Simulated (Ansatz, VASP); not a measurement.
Si3Ge in VASP and in Ansatz

```
CELL_PARAMETERS angstrom
1.69650 -2.19893 0.00000
1.69650 2.19893 0.00000
0.00000 0.00000 8.53173
ATOMIC_POSITIONS crystal
Si 0.50000 0.50000 0.72939
Si 0.00000 0.00000 0.50000
Si 0.50000 0.50000 0.27061
Ge 0.00000 0.00000 0.00000
```

Change from the starting cell: species swapped into the Nb3In type (Cmmm, No. 65).

Alike in both runs: functional PBE; k mesh 18 × 18 × 6; occupations gaussian, width 0.1 eV; no spin polarisation.

Ansatz relaxed the structure, and its values are those at the end. VASP's run is a single point on that final structure, the one shown.

```csv
,VASP,Ansatz
version,VASP 6.6.1,Ansatz 0.2.0
potentials or method,"VASP PAW PBE potentials, release 64 (Si, Ge_d), cutoff 520 eV","scalar-relativistic, plane waves, PAW"
valence electrons in the cell,26,26
```

```csv
,VASP,Ansatz,Ansatz less VASP
gap on the k mesh at the Fermi level (eV),none,none,-
pressure (GPa),-0.1,0.0,+0.12
```

A gap of «none» marks a metal or a gap that the smearing closes.
